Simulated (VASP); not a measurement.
# Sb (R-3m) in VASP: single point with r2SCAN

Aim: the single point of Sb with r2SCAN.

Program: VASP 6.6.1. These are calculated values, not measurements. Logs are shortened: lines on timing, memory, paths and dates and some standing lists are left out, and cuts for length are marked.

### 1 The cell of the first run

The structure is trigonal, space group R-3m (No. 166). The conventional cell has a = 4.342 Å, b = 4.342 Å, c = 11.608 Å, α = 90.00°, β = 90.00°, γ = 120.00°. Sb (site symmetry 3m) has 6 Sb at 2.92 to 3.45 Å within 3.9 Å.

### 2 Single point, r2SCAN

Contents of POSCAR:

```
Sb
1.0
    2.1710539932      1.2534586074      3.8693100221
   -2.1710539932      1.2534586074      3.8693100221
    0.0000000000     -2.5069172148      3.8693100221
Sb
2
Direct
    0.2314205453      0.2314205453      0.2314205453
    0.7685794547      0.7685794547      0.7685794547
```

Contents of INCAR.step1:

```
SYSTEM = Sb
  PREC = Accurate
  ENCUT = 550
  ISMEAR = 0
  SIGMA = 0.1
  LREAL = .False.
  LASPH = .True.
  NELM = 120
  NBANDS = 22
  GGA = PE
  ALGO = Normal
  EDIFF = 1E-5
  LWAVE = .True.
  LCHARG = .False.
  GGA_COMPAT = .False.
```

Contents of INCAR.step2:

```
SYSTEM = Sb
  PREC = Accurate
  ENCUT = 550
  EDIFF = 1E-6
  ISMEAR = 0
  SIGMA = 0.1
  LREAL = .False.
  LASPH = .True.
  NELM = 120
  ALGO = Normal
  ISIF = 2
  LWAVE = .False.
  LCHARG = .False.
  METAGGA = R2SCAN
  LMIXTAU = .True.
  NBANDS = 22
  ISTART = 1
  GGA_COMPAT = .False.
```

Contents of KPOINTS:

```
Automatic mesh
0
Gamma
  12 12 12
  0 0 0
```

Potentials or basis: VASP PAW PBE potentials, release 64 (Sb_d_GW).

The run is started by

```
cat potpaw_PBE.64/Sb_d_GW/POTCAR > POTCAR
cp INCAR.step1 INCAR
mpirun -np 1 vasp_std > vasp.out
cp INCAR.step2 INCAR
mpirun -np 1 vasp_std > vasp.out
```

OUTCAR:

```text
SYSTEM = Sb
   PREC = Accurate
   ENCUT = 550
   EDIFF = 1E-6
   ISMEAR = 0
   LREAL = .False.
   LASPH = .True.
   NELM = 120
   ISIF = 2
   METAGGA = R2SCAN
   ISTART = 1

 ion  position               nearest neighbor table
   1  0.231  0.231  0.231-   2 2.92   2 2.92   2 2.92
   2  0.769  0.769  0.769-   1 2.92   1 2.92   1 2.92

  LATTYP: Found a trigonal (rhomboedric) cell.
 ALAT       =     4.6104440100
 COS(alpha) =     0.5565080514

  Lattice vectors:

 A1 = (   2.1710539932,   1.2534586074,   3.8693100221)
 A2 = (  -2.1710539932,   1.2534586074,   3.8693100221)
 A3 = (   0.0000000000,  -2.5069172148,   3.8693100221)

Analysis of symmetry for initial positions (statically):
=====================================================================
 Subroutine PRICEL returns:
 Original cell was already a primitive cell.

 Routine SETGRP: Setting up the symmetry group for a
 trigonal (rhombohedral) supercell.

 Subroutine GETGRP returns: Found 12 space group operations
 (whereof 12 operations were pure point group operations)
 out of a pool of 12 trial point group operations.

The static configuration has the point symmetry D_3d.

Analysis of symmetry for dynamics (positions and initial velocities):
=====================================================================
 Subroutine PRICEL returns:
 Original cell was already a primitive cell.

 Routine SETGRP: Setting up the symmetry group for a
 trigonal (rhombohedral) supercell.

 Subroutine GETGRP returns: Found 12 space group operations
 (whereof 12 operations were pure point group operations)
 out of a pool of 12 trial point group operations.

The dynamic configuration has the point symmetry D_3d.

 Subroutine INISYM returns: Found 12 space group operations
 (whereof 12 operations are pure point group operations),
 and found     1 'primitive' translations

----------------------------------------------------------------------------------------

                                     Primitive cell

  volume of cell :      63.1779

  direct lattice vectors                    reciprocal lattice vectors
     2.171053993  1.253458607  3.869310022     0.230302886  0.132965433  0.086148004
    -2.171053993  1.253458607  3.869310022    -0.230302886  0.132965433  0.086148004
     0.000000000 -2.506917215  3.869310022     0.000000000 -0.265930866  0.086148004

  length of vectors
     4.610444010  4.610444010  4.610444010     0.279536588  0.279536588  0.279536588

  position of ions in fractional coordinates (direct lattice)
     0.231420545  0.231420545  0.231420545
     0.768579455  0.768579455  0.768579455

  ion indices of the primitive-cell ions
   primitive index   ion index
                 1           1
                 2           2

----------------------------------------------------------------------------------------

 KPOINTS: Automatic mesh

Automatic generation of k-mesh.
 Grid dimensions read from file:
 generate k-points for:   12   12   12

 Generating k-lattice:

  Cartesian coordinates                     Fractional coordinates (reciprocal lattice)
     0.019191907  0.011080453  0.007179000     0.083333333  0.000000000  0.000000000
    -0.019191907  0.011080453  0.007179000     0.000000000  0.083333333  0.000000000
     0.000000000 -0.022160906  0.007179000     0.000000000  0.000000000  0.083333333

  Length of vectors
     0.023294716  0.023294716  0.023294716

  Shift w.r.t. Gamma in fractional coordinates (k-lattice)
     0.000000000  0.000000000  0.000000000

 Subroutine IBZKPT returns following result:
 ===========================================

 Found    189 irreducible k-points:

 Following reciprocal coordinates:
            Coordinates               Weight
  0.000000  0.000000  0.000000      1.000000
  0.083333  0.000000 -0.000000      6.000000
  0.166667  0.000000  0.000000      6.000000
  0.250000  0.000000  0.000000      6.000000
  0.333333  0.000000  0.000000      6.000000
  0.416667  0.000000 -0.000000      6.000000
[... 16 lines left out ...]
  0.500000  0.166667  0.000000     12.000000
 -0.416667  0.166667  0.000000     12.000000
 [... further k-points ...]
   k-points           NKPTS =    189   k-points in BZ     NKDIM =    189   number of bands    NBANDS=     22
   number of dos      NEDOS =    301   number of ions     NIONS =      2
   total plane-waves  NPLWV =  46656
   dimension x,y,z NGX =    36 NGY =   36 NGZ =   36
   dimension x,y,z NGXF=    72 NGYF=   72 NGZF=   72
   ions per type =               2
   NGX,Y,Z   is equivalent  to a cutoff of  12.98, 12.98, 12.98 a.u.
   NGXF,Y,Z  is equivalent  to a cutoff of  25.96, 25.96, 25.96 a.u.
 SYSTEM =  Sb
   PREC   = accura    normal or accurate (medium, high low for compatibility)
   ISTART =      1    job   : 0-new  1-cont  2-samecut
   ICHARG =      0    charge: 1-file 2-atom 10-const
   ISPIN  =      1    spin polarized calculation?
   LNONCOLLINEAR =      F non collinear calculations
   LSORBIT =      F    spin-orbit coupling
   LASPH  =      T    aspherical Exc in radial PAW
   ENCUT  =  550.0 eV  40.42 Ry    6.36 a.u.   8.82  8.82  8.82*2*pi/ulx,y,z
   NELM   =    120;   NELMIN=  2; NELMDL=  0     # of ELM steps
   EDIFF  = 0.1E-05   stopping-criterion for ELM
   LREAL  =      F    real-space projection
   EDIFFG = 0.1E-04   stopping-criterion for IOM
   NSW    =      0    number of steps for IOM
   IBRION =     -1    ionic relax: 0-MD 1-quasi-New 2-CG
   NFREE  =      0    steps in history (QN), initial steepest desc. (CG)
   ISIF   =      2    stress and relaxation
   ISYM   =      2    0-nonsym 1-usesym 2-fastsym
   POTIM  = 0.5000    time-step for ionic-motion
   TEBEG  =    0.0;   TEEND  =   0.0 temperature during run
   PSTRESS=    0.0 pullay stress
   NELECT =      30.0000    total number of electrons
   NUPDOWN=      -1.0000    fix difference up-down
   EMIN   =  10.00;   EMAX   =-10.00  energy-range for DOS
   EFERMI =   0.00;   METHOD = LEGACY
   ISMEAR =     0;   SIGMA  =   0.10  broadening in eV -4-tet -1-fermi 0-gaus
   EFERMI_NEDOS =   21; number of points for ismear=-14 and -15
   IALGO  =     38    algorithm
   IMIX   =      4    mixing-type and parameters
     AMIX     =   0.40;   BMIX     =  1.00
     AMIX_MAG =   1.60;   BMIX_MAG =  1.00
  volume/ion in A,a.u.               =      31.59       213.17
  Fermi-wavevector in a.u.,A,eV,Ry     =   1.277204  2.413565 22.194489  1.631249
  Thomas-Fermi vector in A             =   2.409816
   LORBIT       =      0    0 simple, 1 ext, 2 COOP (PROOUT), +10 PAW based schemes
   METAGGA = R2SCAN    functional components
   LHFCALC =     F    Hartree Fock is set to
   AEXX    =    0.0000 exact exchange contribution
   IVDW    =     0    specifies the selected vdW correction
   LEPSILON=     F    determine dielectric tensor
   LRPA    =     F    only Hartree local field effects (RPA)
 non-spin polarized calculation
 Gauss-broadening in eV      SIGMA  =   0.10
  energy-cutoff  :      550.00
  volume of cell :       63.18
 maximum number of plane-waves:      1872
   NGX = 17   NGY = 17   NGZ = 17

 number of electron      30.0000012 magnetization

 Free energy of the ion-electron system (eV)
  ---------------------------------------------------
  ext. energy  EPLUGINS =         0.00000000
  ---------------------------------------------------
  free energy    TOTEN  =       -51.45998104 eV

  energy without entropy =      -51.45935664  energy(sigma->0) =      -51.45966884

 E-fermi :   4.9344     XC(G=0): -10.4135

 val. band max:        4.9207712083   @ k =   0.3333   0.1667   0.1667
 cond. band min:       4.9703921724   @ k =   0.4167   0.0833   0.0833
 fundamental gap:      0.0496209640
 Fermi energy:         4.9344203807

 k-point     1 :       0.0000    0.0000    0.0000
  band No.  band energies     occupation
      1     -25.3883      2.00000
      2     -25.3883      2.00000
      3     -25.2997      2.00000
      4     -25.2997      2.00000
      5     -25.2676      2.00000
      6     -25.1848      2.00000
[... 14 lines left out ...]
     21      10.7044      0.00000
     22      12.0511      0.00000

 k-point     2 :       0.0833    0.0000   -0.0000
  band No.  band energies     occupation
      1     -25.3859      2.00000
      2     -25.3844      2.00000
      3     -25.2984      2.00000
      4     -25.2973      2.00000
      5     -25.2661      2.00000
      6     -25.1866      2.00000
[... 14 lines left out ...]
     21      10.5103      0.00000
     22      12.6262      0.00000

 k-point     3 :       0.1667    0.0000    0.0000
  band No.  band energies     occupation
      1     -25.3793      2.00000
      2     -25.3731      2.00000
      3     -25.2949      2.00000
      4     -25.2904      2.00000
      5     -25.2616      2.00000
      6     -25.1919      2.00000
[... 14 lines left out ...]
     21      10.7640      0.00000
     22      13.8291      0.00000

 k-point     4 :       0.2500    0.0000    0.0000
  band No.  band energies     occupation
      1     -25.3695      2.00000
      2     -25.3553      2.00000
      3     -25.2901      2.00000
      4     -25.2798      2.00000
      5     -25.2542      2.00000
      6     -25.2003      2.00000
[... 14 lines left out ...]
     21      11.4232      0.00000
     22      15.4022      0.00000

 k-point     5 :       0.3333    0.0000    0.0000
  band No.  band energies     occupation
      1     -25.3586      2.00000
      2     -25.3327      2.00000
      3     -25.2851      2.00000
      4     -25.2666      2.00000
      5     -25.2448      2.00000
      6     -25.2135      2.00000
[... 417 lines left out ...]
 k-point    22 :       0.4167    0.1667   -0.0000
  band No.  band energies     occupation
      1     -25.3652      2.00000
      2     -25.3143      2.00000
      3     -25.2790      2.00000
      4     -25.2708      2.00000
      5     -25.2370      2.00000
      6     -25.2261      2.00000
[... 14 lines left out ...]
     21      14.2055      0.00000
     22      14.5169      0.00000

 k-point    23 :       0.5000    0.1667    0.0000
  band No.  band energies     occupation
      1     -25.3580      2.00000
      2     -25.2961      2.00000
      3     -25.2737      2.00000
      4     -25.2626      2.00000
      5     -25.2398      2.00000
      6     -25.2275      2.00000
[... 14 lines left out ...]
     21      14.0181      0.00000
     22      14.5932      0.00000

 k-point    24 :      -0.4167    0.1667    0.0000
  band No.  band energies     occupation
      1     -25.3571      2.00000
      2     -25.2819      2.00000
      3     -25.2725      2.00000
      4     -25.2588      2.00000
      5     -25.2432      2.00000
      6     -25.2421      2.00000
[... 14 lines left out ...]
     21      13.1335      0.00000
     22      15.2322      0.00000

 [... further k-points ...]
[... 5 lines left out ...]
  --------------------------------------------------------------------------------------
  -------------------------------------------------------------------------------------
  Total       -0.0290773     -0.0290773     -0.0303767      0.0000000     -0.0000000      0.0000000
  in kB       -0.7373944     -0.7373944     -0.7703471      0.0000000     -0.0000000      0.0000000
  external PRESSURE =      -0.7483787 kB  Pullay stress =       0.0000000 kB

 VOLUME and BASIS-vectors are now :
 -----------------------------------------------------------------------------
  energy-cutoff  :      550.00
  volume of cell :       63.18
      direct lattice vectors                 reciprocal lattice vectors
     2.171053993  1.253458607  3.869310022     0.230302886  0.132965433  0.086148004
    -2.171053993  1.253458607  3.869310022    -0.230302886  0.132965433  0.086148004
     0.000000000 -2.506917215  3.869310022     0.000000000 -0.265930866  0.086148004

 POSITION                                       TOTAL-FORCE (eV/Angst)
 -----------------------------------------------------------------------------------
      0.00000      0.00000      2.68631         0.000000      0.000000      0.011731
      0.00000      0.00000      8.92162         0.000000      0.000000     -0.011731
 -----------------------------------------------------------------------------------
    total drift:                               -0.000000      0.000000      0.000000

  FREE ENERGIE OF THE ION-ELECTRON SYSTEM (eV)
  ---------------------------------------------------
  free  energy   TOTEN  =       -51.4599810395 eV

  energy  without entropy=      -51.4593566424  energy(sigma->0) =      -51.45966884
```

Wall time 13 min (1 thread of Intel Xeon Platinum 8488C (Sapphire Rapids), shared host); peak memory 0.42 GiB.

What came out:

- Free energy: -51.4600 eV
- Pressure: -0.1 GPa
- Largest force: 0.012 eV/Å
- Band gap on the k mesh: zero (bands 15 and 16 overlap by 0.12 eV)

Forces on the atoms (eV/Å):
```
Sb   0.000  0.000  0.012
Sb   0.000  0.000 -0.012
```

Levels at points of the mesh, in eV from the Fermi level:
```csv
k point,band 12,band 13,band 14,band 15,band 16,band 17,band 18,band 19
"(0.00, 0.00, 0.00)",-5.13,-2.29,-1.96,-1.96,1.89,2.59,2.59,5.59
"(0.50, 0.00, 0.00)",-9.90,-2.26,-2.18,-0.40,-0.14,0.29,0.68,7.82
"(0.50, 0.50, 0.00)",-8.40,-5.44,-3.87,-3.77,1.69,4.85,5.71,6.82
"(0.50, 0.50, 0.50)",-9.13,-1.51,-1.51,-0.41,0.24,0.24,1.27,7.19
```

Caveat: the PAW data sets were made with another functional, which shifts forces and pressure a little; spin-orbit coupling is left out, which moves the levels of the heavy elements.

The gap in the log of VASP goes by the Fermi energy; the results here count the filled bands.